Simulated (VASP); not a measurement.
# Ca (Pm-3m) in VASP: further runs

Runs on Ca. Level: PBEsol+D3(BJ). Tasks: single point.

Everything below comes from runs of VASP 6.6.1. Logs are shortened: lines on timing, memory, paths and dates and some standing lists are left out, and cuts for length are marked.

### Step 1. The cell of the first run

Symmetry: Pm-3m, No. 221, cubic system. The conventional cell has a = 2.637 Å, b = 2.637 Å, c = 2.637 Å, α = 90.00°, β = 90.00°, γ = 90.00°. Ca (site symmetry m-3m) has 6 Ca at 2.64 Å within 3.5 Å.

### Step 2. Single point, PBEsol+D3(BJ)

The input, INCAR:

```
SYSTEM = Ca
  ALGO = Normal
  EDIFF = 1E-6
  ENCUT = 500
  GGA = PS
  GGA_COMPAT = .False.
  ISIF = 2
  ISMEAR = 1
  IVDW = 12
  LASPH = .True.
  LCHARG = .False.
  LREAL = .False.
  LWAVE = .False.
  NBANDS = 11
  NELM = 120
  PREC = Accurate
  SIGMA = 0.15
```

The input, KPOINTS:

```
k-points
0
Gamma
  9 9 9
  0 0 0
```

The input, POSCAR:

```
Ca
1.0
    2.6366125503      0.0000000000      0.0000000000
    0.0000000000      2.6366125503      0.0000000000
    0.0000000000      0.0000000000      2.6366125503
Ca
1
Direct
    0.0000000000      0.0000000000      0.0000000000
```

Potentials or basis: VASP PAW PBE potentials, release 64 (Ca_sv).

Run with:

```
$ cat potpaw_PBE.64/Ca_sv/POTCAR > POTCAR
$ mpirun -np 1 vasp_std > vasp.out
```

OUTCAR:

```text
SYSTEM = Ca
   EDIFF = 1E-6
   ENCUT = 500
   GGA = PS
   ISIF = 2
   ISMEAR = 1
   IVDW = 12
   LASPH = .True.
   LREAL = .False.
   NELM = 120
   PREC = Accurate
 IVDW          = 12

 ion  position               nearest neighbor table
   1  0.000  0.000  0.000-

  LATTYP: Found a simple cubic cell.
 ALAT       =     2.6366125503

  Lattice vectors:

 A1 = (   2.6366125503,   0.0000000000,   0.0000000000)
 A2 = (   0.0000000000,   2.6366125503,   0.0000000000)
 A3 = (   0.0000000000,   0.0000000000,   2.6366125503)

Analysis of symmetry for initial positions (statically):
=====================================================================
 Subroutine PRICEL returns:
 Original cell was already a primitive cell.

 Routine SETGRP: Setting up the symmetry group for a
 simple cubic supercell.

 Subroutine GETGRP returns: Found 48 space group operations
 (whereof 48 operations were pure point group operations)
 out of a pool of 48 trial point group operations.

The static configuration has the point symmetry O_h .

Analysis of symmetry for dynamics (positions and initial velocities):
=====================================================================
 Subroutine PRICEL returns:
 Original cell was already a primitive cell.

 Routine SETGRP: Setting up the symmetry group for a
 simple cubic supercell.

 Subroutine GETGRP returns: Found 48 space group operations
 (whereof 48 operations were pure point group operations)
 out of a pool of 48 trial point group operations.

The dynamic configuration has the point symmetry O_h .

 Subroutine INISYM returns: Found 48 space group operations
 (whereof 48 operations are pure point group operations),
 and found     1 'primitive' translations

----------------------------------------------------------------------------------------

                                     Primitive cell

  volume of cell :      18.3290

  direct lattice vectors                    reciprocal lattice vectors
     2.636612550  0.000000000  0.000000000     0.379274535  0.000000000  0.000000000
     0.000000000  2.636612550  0.000000000     0.000000000  0.379274535  0.000000000
     0.000000000  0.000000000  2.636612550     0.000000000  0.000000000  0.379274535

  length of vectors
     2.636612550  2.636612550  2.636612550     0.379274535  0.379274535  0.379274535

  position of ions in fractional coordinates (direct lattice)
     0.000000000  0.000000000  0.000000000

  ion indices of the primitive-cell ions
   primitive index   ion index
                 1           1

----------------------------------------------------------------------------------------

 KPOINTS: k-points

Automatic generation of k-mesh.
 Grid dimensions read from file:
 generate k-points for:    9    9    9

 Generating k-lattice:

  Cartesian coordinates                     Fractional coordinates (reciprocal lattice)
     0.042141615  0.000000000  0.000000000     0.111111111  0.000000000  0.000000000
     0.000000000  0.042141615  0.000000000     0.000000000  0.111111111  0.000000000
     0.000000000  0.000000000  0.042141615     0.000000000  0.000000000  0.111111111

  Length of vectors
     0.042141615  0.042141615  0.042141615

  Shift w.r.t. Gamma in fractional coordinates (k-lattice)
     0.000000000  0.000000000  0.000000000

 Subroutine IBZKPT returns following result:
 ===========================================

 Found     35 irreducible k-points:

 Following reciprocal coordinates:
            Coordinates               Weight
  0.000000  0.000000  0.000000      1.000000
  0.111111  0.000000  0.000000      6.000000
  0.222222  0.000000  0.000000      6.000000
  0.333333  0.000000  0.000000      6.000000
  0.444444  0.000000  0.000000      6.000000
  0.111111  0.111111  0.000000     12.000000
[... 16 lines left out ...]
  0.333333  0.333333  0.111111     24.000000
  0.444444  0.333333  0.111111     48.000000
 [... further k-points ...]
   k-points           NKPTS =     35   k-points in BZ     NKDIM =     35   number of bands    NBANDS=     11
   number of dos      NEDOS =    301   number of ions     NIONS =      1
   total plane-waves  NPLWV =   8000
   dimension x,y,z NGX =    20 NGY =   20 NGZ =   20
   dimension x,y,z NGXF=    40 NGYF=   40 NGZF=   40
   ions per type =               1
   NGX,Y,Z   is equivalent  to a cutoff of  12.61, 12.61, 12.61 a.u.
   NGXF,Y,Z  is equivalent  to a cutoff of  25.22, 25.22, 25.22 a.u.
 SYSTEM =  Ca
   PREC   = accura    normal or accurate (medium, high low for compatibility)
   ISTART =      0    job   : 0-new  1-cont  2-samecut
   ICHARG =      2    charge: 1-file 2-atom 10-const
   ISPIN  =      1    spin polarized calculation?
   LNONCOLLINEAR =      F non collinear calculations
   LSORBIT =      F    spin-orbit coupling
   LASPH  =      T    aspherical Exc in radial PAW
   ENCUT  =  500.0 eV  36.75 Ry    6.06 a.u.   4.81  4.81  4.81*2*pi/ulx,y,z
   NELM   =    120;   NELMIN=  2; NELMDL= -5     # of ELM steps
   EDIFF  = 0.1E-05   stopping-criterion for ELM
   LREAL  =      F    real-space projection
   EDIFFG = 0.1E-04   stopping-criterion for IOM
   NSW    =      0    number of steps for IOM
   IBRION =     -1    ionic relax: 0-MD 1-quasi-New 2-CG
   NFREE  =      0    steps in history (QN), initial steepest desc. (CG)
   ISIF   =      2    stress and relaxation
   ISYM   =      2    0-nonsym 1-usesym 2-fastsym
   POTIM  = 0.5000    time-step for ionic-motion
   TEBEG  =    0.0;   TEEND  =   0.0 temperature during run
   PSTRESS=    0.0 pullay stress
   NELECT =      10.0000    total number of electrons
   NUPDOWN=      -1.0000    fix difference up-down
   EMIN   =  10.00;   EMAX   =-10.00  energy-range for DOS
   EFERMI =   0.00;   METHOD = LEGACY
   ISMEAR =     1;   SIGMA  =   0.15  broadening in eV -4-tet -1-fermi 0-gaus
   EFERMI_NEDOS =   21; number of points for ismear=-14 and -15
   IALGO  =     38    algorithm
   IMIX   =      4    mixing-type and parameters
     AMIX     =   0.40;   BMIX     =  1.00
     AMIX_MAG =   1.60;   BMIX_MAG =  1.00
  volume/ion in A,a.u.               =      18.33       123.69
  Fermi-wavevector in a.u.,A,eV,Ry     =   1.337710  2.527905 24.347177  1.789467
  Thomas-Fermi vector in A             =   2.466237
   LORBIT       =      0    0 simple, 1 ext, 2 COOP (PROOUT), +10 PAW based schemes
   GGA     = PS    functional components
   LHFCALC =     F    Hartree Fock is set to
   AEXX    =    0.0000 exact exchange contribution
   IVDW    =    12    specifies the selected vdW correction
   LEPSILON=     F    determine dielectric tensor
   LRPA    =     F    only Hartree local field effects (RPA)
 non-spin polarized calculation
 Methfessel and Paxton  Order N= 1 SIGMA  =   0.15
  energy-cutoff  :      500.00
  volume of cell :       18.33
 maximum number of plane-waves:       474
 NGX is ok and might be reduce to    20
   NGX =  9   NGY =  9   NGZ =  9

 number of electron      10.0000000 magnetization

 number of electron       9.9999997 magnetization

 Free energy of the ion-electron system (eV)
  ---------------------------------------------------
  ext. energy  EPLUGINS =         0.00000000
  ---------------------------------------------------
  free energy    TOTEN  =        -0.33441380 eV

  energy without entropy =       -0.33310896  energy(sigma->0) =       -0.33397885

 E-fermi :   6.1247     XC(G=0): -11.0150

 val. band max:        6.0450818326   @ k =   0.4444   0.1111   0.0000
 cond. band min:       6.1378306819   @ k =   0.4444   0.1111   0.1111
 fundamental gap:      0.0927488493
 Fermi energy:         6.1247432188

 k-point     1 :       0.0000    0.0000    0.0000
  band No.  band energies     occupation
      1     -35.1233      2.00000
      2     -14.9018      2.00000
      3     -14.9018      2.00000
      4     -14.9018      2.00000
      5       1.9310      2.00000
      6       6.2104      0.18710
      7       6.2104      0.18709
      8      13.9963      0.00000
      9      13.9963      0.00000
     10      13.9963      0.00000
     11      22.8614      0.00000

 k-point     2 :       0.1111    0.0000    0.0000
  band No.  band energies     occupation
      1     -35.0757      2.00000
      2     -15.2159      2.00000
      3     -14.8752      2.00000
      4     -14.8752      2.00000
      5       2.3120      2.00000
      6       6.3272     -0.06687
      7       6.6038     -0.00006
      8      13.4769      0.00000
      9      13.4769      0.00000
     10      14.0329      0.00000
     11      21.1940      0.00000

 k-point     3 :       0.2222    0.0000    0.0000
  band No.  band energies     occupation
      1     -34.9525      2.00000
      2     -15.9594      2.00000
      3     -14.8068      2.00000
      4     -14.8068      2.00000
      5       3.2740      2.00000
      6       6.6406     -0.00001
      7       7.5504     -0.00000
      8      12.3845      0.00000
      9      12.3845      0.00000
     10      14.1268      0.00000
     11      18.8499      0.00000

 k-point     4 :       0.3333    0.0000    0.0000
  band No.  band energies     occupation
      1     -34.8073      2.00000
      2     -16.7347      2.00000
      3     -14.7277      2.00000
      4     -14.7277      2.00000
      5       4.5340      2.00000
      6       7.0334     -0.00000
      7       8.1984     -0.00000
      8      11.3721      0.00000
      9      11.3721      0.00000
     10      14.2359      0.00000
     11      17.6527      0.00000
[... 239 lines left out ...]
 k-point    22 :       0.4444    0.2222    0.1111
  band No.  band energies     occupation
      1     -34.5071      2.00000
      2     -16.9819      2.00000
      3     -15.5940      2.00000
      4     -14.8577      2.00000
      5       5.5106      2.00000
      6       7.7523     -0.00000
      7       9.2463      0.00000
      8       9.6142      0.00000
      9      12.5094      0.00000
     10      13.3319      0.00000
     11      17.8678      0.00000

 k-point    23 :       0.3333    0.3333    0.1111
  band No.  band energies     occupation
      1     -34.4650      2.00000
      2     -16.4285      2.00000
      3     -16.3477      2.00000
      4     -14.8324      2.00000
      5       4.8741      2.00000
      6       7.8937     -0.00000
      7      10.1170      0.00000
      8      10.3162      0.00000
      9      12.1668      0.00000
     10      12.8179      0.00000
     11      18.6531      0.00000

 k-point    24 :       0.4444    0.3333    0.1111
  band No.  band energies     occupation
      1     -34.3733      2.00000
      2     -16.8312      2.00000
      3     -16.2952      2.00000
      4     -14.7778      2.00000
      5       4.4969      2.00000
      6       8.2713     -0.00000
      7       9.7816      0.00000
      8      10.3885      0.00000
      9      12.5986      0.00000
     10      14.1374      0.00000
     11      17.5554      0.00000

 [... further k-points ...]

------------------------ aborting loop because EDIFF is reached ----------------------------------------

 Edisp (eV)   -0.56602

 E8    (eV) :    -0.4109

  FORCE on cell =-STRESS in cart. coord.  units (eV):
  Direction    XX          YY          ZZ          XY          YZ          ZX
  --------------------------------------------------------------------------------------
  -------------------------------------------------------------------------------------
  Total       3.58816     3.58816     3.58816     0.00000     0.00000    -0.00000
  in kB     313.64835   313.64835   313.64835     0.00000     0.00000    -0.00000
  external pressure =      313.65 kB  Pullay stress =        0.00 kB

 VOLUME and BASIS-vectors are now :
 -----------------------------------------------------------------------------
  energy-cutoff  :      500.00
  volume of cell :       18.33
      direct lattice vectors                 reciprocal lattice vectors
     2.636612550  0.000000000  0.000000000     0.379274535  0.000000000  0.000000000
     0.000000000  2.636612550  0.000000000     0.000000000  0.379274535  0.000000000
     0.000000000  0.000000000  2.636612550     0.000000000  0.000000000  0.379274535

 POSITION                                       TOTAL-FORCE (eV/Angst)
 -----------------------------------------------------------------------------------
      0.00000      0.00000      0.00000         0.000000      0.000000      0.000000
 -----------------------------------------------------------------------------------
    total drift:                               -0.000000     -0.000000     -0.000000

  FREE ENERGIE OF THE ION-ELECTRON SYSTEM (eV)
  ---------------------------------------------------
  free  energy   TOTEN  =        -0.9004318522 eV

  energy  without entropy=       -0.8991270072  energy(sigma->0) =       -0.89999690
```

Wall time 6.3 s (1 thread of AMD EPYC 9R45 (Zen 5), shared host); peak memory 0.1 GiB.

Results:

```yaml
Free_energy: -0.9004 eV
Pressure: 31.4 GPa
Band_gap_on_the_k_mesh: zero (band 5 reaches 6.14 eV, above the bottom of band 6 at 5.90 eV)
Dispersion_energy_per_atom: -0.566 eV
```

Levels at points of the mesh, in eV from the Fermi level:
```tsv
k point	band 1	band 2	band 3	band 4	band 5	band 6	band 7	band 8	band 9	band 10
(0.00, 0.00, 0.00)	-41.25	-21.03	-21.03	-21.03	-4.19	0.09	0.09	7.87	7.87	7.87
```

Caveat: three body term missing; the PAW data sets were made with another functional, which shifts forces and pressure a little; pairwise dispersion overbinds metals, which lowers pressure and volume.

### Step 3. Single point, PBEsol+D3(BJ)

This run uses another cell than the first one, of 18.78 Å³/atom, 1.024 times its volume.

The input, INCAR:

```
PREC = Accurate ; ENCUT = 500
EDIFF = 1E-6 ; ISMEAR = 1
SIGMA = 0.15 ; LREAL = False
LASPH = True ; NELM = 120
ALGO = Normal ; ISIF = 2
LWAVE = False ; LCHARG = False
GGA = PS ; IVDW = 12
NBANDS = 11 ; GGA_COMPAT = False
```

The input, KPOINTS:

```
Automatic mesh
0
Gamma
  9 9 9
```

The input, POSCAR:

```
Ca
1.0
    2.6578764731      0.0000000000      0.0000000000
    0.0000000000      2.6578764731      0.0000000000
    0.0000000000      0.0000000000      2.6578764731
Ca
1
Direct
    0.0000000000      0.0000000000      0.0000000000
```

Potentials or basis: VASP PAW PBE potentials, release 64 (Ca_sv).

Run with:

```
$ cat potpaw_PBE.64/Ca_sv/POTCAR > POTCAR
$ mpirun -np 1 vasp_std > vasp.out
```

OUTCAR:

```text
PREC = Accurate
   ENCUT = 500
   EDIFF = 1E-6
   ISMEAR = 1
   LREAL = False
   LASPH = True
   NELM = 120
   ISIF = 2
   GGA = PS
   IVDW = 12
 IVDW          = 12

 ion  position               nearest neighbor table
   1  0.000  0.000  0.000-

  LATTYP: Found a simple cubic cell.
 ALAT       =     2.6578764731

  Lattice vectors:

 A1 = (   2.6578764731,   0.0000000000,   0.0000000000)
 A2 = (   0.0000000000,   2.6578764731,   0.0000000000)
 A3 = (   0.0000000000,   0.0000000000,   2.6578764731)

Analysis of symmetry for initial positions (statically):
=====================================================================
 Subroutine PRICEL returns:
 Original cell was already a primitive cell.

 Routine SETGRP: Setting up the symmetry group for a
 simple cubic supercell.

 Subroutine GETGRP returns: Found 48 space group operations
 (whereof 48 operations were pure point group operations)
 out of a pool of 48 trial point group operations.

The static configuration has the point symmetry O_h .

Analysis of symmetry for dynamics (positions and initial velocities):
=====================================================================
 Subroutine PRICEL returns:
 Original cell was already a primitive cell.

 Routine SETGRP: Setting up the symmetry group for a
 simple cubic supercell.

 Subroutine GETGRP returns: Found 48 space group operations
 (whereof 48 operations were pure point group operations)
 out of a pool of 48 trial point group operations.

The dynamic configuration has the point symmetry O_h .

 Subroutine INISYM returns: Found 48 space group operations
 (whereof 48 operations are pure point group operations),
 and found     1 'primitive' translations

----------------------------------------------------------------------------------------

[... 114 lines left out ...]
   LORBIT       =      0    0 simple, 1 ext, 2 COOP (PROOUT), +10 PAW based schemes
   GGA     = PS    functional components
   LHFCALC =     F    Hartree Fock is set to
   AEXX    =    0.0000 exact exchange contribution
   IVDW    =    12    specifies the selected vdW correction
   LEPSILON=     F    determine dielectric tensor
   LRPA    =     F    only Hartree local field effects (RPA)
 non-spin polarized calculation
 Methfessel and Paxton  Order N= 1 SIGMA  =   0.15
  energy-cutoff  :      500.00
  volume of cell :       18.78
 maximum number of plane-waves:       488
 NGX is ok and might be reduce to    20
   NGX =  9   NGY =  9   NGZ =  9

 number of electron      10.0000000 magnetization

 number of electron       9.9999995 magnetization

 Free energy of the ion-electron system (eV)
  ---------------------------------------------------
  ext. energy  EPLUGINS =         0.00000000
  ---------------------------------------------------
  free energy    TOTEN  =        -0.43255752 eV

  energy without entropy =       -0.43107392  energy(sigma->0) =       -0.43206298

 E-fermi :   5.9011     XC(G=0): -10.9028

 val. band max:        5.8101081474   @ k =   0.4444   0.1111   0.0000
 cond. band min:       5.9123446106   @ k =   0.4444   0.1111   0.1111
 fundamental gap:      0.1022364631
 Fermi energy:         5.9010520357

 k-point     1 :       0.0000    0.0000    0.0000
  band No.  band energies     occupation
      1     -35.2653      2.00000
      2     -15.1281      2.00000
      3     -15.1281      2.00000
      4     -15.1281      2.00000
      5       1.7301      2.00000
      6       6.0917     -0.07029
      7       6.0917     -0.07029
      8      13.6969      0.00000
      9      13.6969      0.00000
     10      13.6969      0.00000
     11      22.3862      0.00000
[... 309 lines left out ...]
 k-point    24 :       0.4444    0.3333    0.1111
  band No.  band energies     occupation
      1     -34.5683      2.00000
      2     -16.9547      2.00000
      3     -16.4474      2.00000
      4     -15.0121      2.00000
      5       4.3929      2.00000
      6       8.0479     -0.00000
      7       9.5678      0.00000
      8      10.1420      0.00000
      9      12.2977      0.00000
     10      13.7679      0.00000
     11      17.1494      0.00000

 [... further k-points ...]

------------------------ aborting loop because EDIFF is reached ----------------------------------------

 Edisp (eV)   -0.55220

 E8    (eV) :    -0.4008

  FORCE on cell =-STRESS in cart. coord.  units (eV):
  Direction    XX          YY          ZZ          XY          YZ          ZX
  --------------------------------------------------------------------------------------
  -------------------------------------------------------------------------------------
  Total       3.39476     3.39476     3.39476    -0.00000     0.00000    -0.00000
  in kB     289.67757   289.67757   289.67757    -0.00000     0.00000    -0.00000
  external pressure =      289.68 kB  Pullay stress =        0.00 kB

 VOLUME and BASIS-vectors are now :
 -----------------------------------------------------------------------------
  energy-cutoff  :      500.00
  volume of cell :       18.78
      direct lattice vectors                 reciprocal lattice vectors
     2.657876473  0.000000000  0.000000000     0.376240209  0.000000000  0.000000000
     0.000000000  2.657876473  0.000000000     0.000000000  0.376240209  0.000000000
     0.000000000  0.000000000  2.657876473     0.000000000  0.000000000  0.376240209

 POSITION                                       TOTAL-FORCE (eV/Angst)
 -----------------------------------------------------------------------------------
      0.00000      0.00000      0.00000         0.000000      0.000000      0.000000
 -----------------------------------------------------------------------------------
    total drift:                               -0.000000      0.000000     -0.000000

  FREE ENERGIE OF THE ION-ELECTRON SYSTEM (eV)
  ---------------------------------------------------
  free  energy   TOTEN  =        -0.9847610037 eV

  energy  without entropy=       -0.9832774031  energy(sigma->0) =       -0.98426647
```

It took 5 s on 1 thread of AMD EPYC 9R45 (Zen 5), shared host; peak memory 0.1 GiB.

Results:

```
Free energy                : -0.9848 eV
Pressure                   : 29.0 GPa
Band gap on the k mesh     : zero (band 5 reaches 5.91 eV, above the bottom of band 6 at 5.79 eV)
Dispersion energy per atom : -0.552 eV
```

Levels at points of the mesh, in eV from the Fermi level:
| k point | band 2 | band 3 | band 4 | band 5 | band 6 | band 7 | band 8 | band 9 |
| --- | --- | --- | --- | --- | --- | --- | --- | --- |
| (0.00, 0.00, 0.00) | -21.03 | -21.03 | -21.03 | -4.17 | 0.19 | 0.19 | 7.80 | 7.80 |

Caveat: three body term missing; the PAW data sets were made with another functional, which shifts forces and pressure a little; pairwise dispersion overbinds metals, which lowers pressure and volume.
